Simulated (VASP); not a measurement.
Set up this calculation in VASP 6.6.1, as the native input.

- Task: single point
- Functional: PBE
- Potentials or basis: VASP PAW PBE potentials, release 64 (Sr_sv, Se, Rb_sv)
- Cutoff: 520 eV
- k mesh: 3 × 3 × 3
- Occupations: fermi-dirac, width 0.1 eV
- Spin: no spin polarisation
- Dipole correction: no
- Further INCAR settings: ALGO = Normal; EDIFF = 1e-07; NBANDS = 42

The structure of Rb2SrSe6 lies in POSCAR:

```
Rb2SrSe6
1.0
    7.2083910000      0.0000000000      0.0000000000
   -3.6041960000      6.2426500000      0.0000000000
    0.0000000000      0.0000000000      5.6583640000
Sr Se Rb
1 6 2
Direct
    0.0000000000      0.0000000000      0.0000000000
    0.1670000000      0.8330000000      0.2060000000
    0.1670000000      0.3340000000      0.2060000000
    0.6660000000      0.8330000000      0.2060000000
    0.8330000000      0.1670000000      0.7940000000
    0.3340000000      0.1670000000      0.7940000000
    0.8330000000      0.6660000000      0.7940000000
    0.3333000000      0.6667000000      0.6910000000
    0.6667000000      0.3333000000      0.3090000000
```

The input as run:

INCAR

```
PREC = Accurate ; ENCUT = 520
EDIFF = 1E-7 ; ISMEAR = -1
SIGMA = 0.1 ; LREAL = F
LASPH = T ; NELM = 100
ALGO = Normal ; ISIF = 2
LWAVE = F ; LCHARG = F
GGA = PE ; NBANDS = 42
```

KPOINTS

```
Automatic mesh
0
Gamma
  3 3 3
```

Potentials or basis: VASP PAW PBE potentials, release 64 (Sr_sv, Se, Rb_sv).

Command:

```console
$ cat potpaw_PBE.64/Sr_sv/POTCAR potpaw_PBE.64/Se/POTCAR potpaw_PBE.64/Rb_sv/POTCAR > POTCAR
$ mpirun -np 1 vasp_std > vasp.out
```

Results of the run:

```yaml
Pressure: 13.7 GPa
Largest_force: 4.748 eV/Å
Band_gap_on_the_k_mesh: zero (bands 32 and 33 overlap by 0.58 eV)
```

Caveat: the k points lie up to 0.37 Å⁻¹ apart, too coarse for converged energies and pressures of a metal; forces of over 1 eV/Å act on the atoms, so gaps and moduli don't describe the material at rest.

Wall time 4.6 min on 1 thread of AMD EPYC 7R13, on a shared host, peak memory 0.36 GiB.
